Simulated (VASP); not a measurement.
CsSnI3, 5 atoms in the cell. It takes space group P4/mmm (No. 123, tetragonal). The conventional cell has a = 6.241 Å, b = 6.241 Å, c = 6.491 Å, α = 90.00°, β = 90.00°, γ = 90.00°. Cs (site symmetry 4/mmm) has 12 I at 4.41 to 4.50 Å and 8 Sn at 5.48 Å within 5.8 Å. Sn (site symmetry 4/mmm) has 6 I at 3.12 to 3.25 Å within 4.1 Å. Within 4.6 Å of I (site symmetry 4/mmm) lie 2 Sn at 3.25 Å and 4 Cs at 4.41 Å and 8 I at 4.50 Å. Within 4.1 Å of I (site symmetry mmm) lie 2 Sn at 3.12 Å.  This cell differs from its parent crystal: uniaxial z strain +4.0%.

```yaml
Program: VASP 6.6.1
Task: single point
Functional: r2SCAN
Potentials_or_basis: VASP PAW PBE potentials, release 64 (Cs_sv, Sn_d, I)
Cutoff: 520 eV
k_mesh: 4 × 4 × 4
Occupations: gaussian, width 0.01 eV
Spin: no spin polarisation
Dipole_correction: no
Further_INCAR_settings: ALGO = Normal; EDIFF = 1e-07; NBANDS = 30
```

Potentials or basis: VASP PAW PBE potentials, release 64 (Cs_sv, Sn_d, I).

Command:

```console
$ cat potpaw_PBE.64/Cs_sv/POTCAR potpaw_PBE.64/Sn_d/POTCAR potpaw_PBE.64/I/POTCAR > POTCAR
$ cp INCAR.step1 INCAR
$ mpirun -np 1 vasp_std > vasp.out
$ cp INCAR.step2 INCAR
$ mpirun -np 1 vasp_std > vasp.out
```

Hardware: 1 thread of Intel(R) Xeon(R) Platinum 8488C (Sapphire Rapids) (shared host).

Task: How long does it take, and how much memory?

Result: Wall time 3.7 min on 1 thread of Intel(R) Xeon(R) Platinum 8488C (Sapphire Rapids), on a shared host, peak memory 0.45 GiB. Counts: k points 18.
